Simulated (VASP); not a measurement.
Runs of VASP 6.6.1 on Nb. The structure is that of space group Fd-3m (No. 227), or close to it. The cells are those of the table. 

```tsv
task	spin	cell	k mesh	cutoff (eV)	gap on the mesh (eV)	pressure (GPa)
single point	off	a = 4.071 Å, angles 60.0°, 2 atoms	9 × 9 × 9	520	none	0.0
relaxation of cell and atoms	off	relaxed from a = 4.094 Å, angles 60.0°, 2 atoms	9 × 9 × 9	600	none	0.0
single point	off	a = 4.016 Å, angles 60.0°, 2 atoms	11 × 11 × 11	520	none	3.7
single point	off	a = 4.176 Å, angles 60.0°, 2 atoms	11 × 11 × 11	520	none	-5.2
single point	off	a = 3.959 Å, angles 60.0°, 2 atoms	11 × 11 × 11	520	none	8.2
single point	non-collinear, zero start, SOC	a = 4.071 Å, angles 60.0°, 2 atoms	10 × 10 × 10	520	-	0.1
single point	off	a = 4.071 Å, angles 60.0°, 2 atoms	11 × 11 × 11	520	none	0.1
single point	off	a = 4.227 Å, angles 60.0°, 2 atoms	11 × 11 × 11	520	none	(a)
```

Alike in all rows: level LDA; potentials or basis VASP PAW LDA potentials, release 64 (Nb_sv); smearing fermi-dirac 0.1 eV.

**Question.** Fill in the values left out.

**Answer.** (a) -7.2.

A k mesh can miss the band edges, and rows without SOC leave out spin-orbit coupling on Nb.

A gap of «none» marks levels without a gap at the run's occupations.
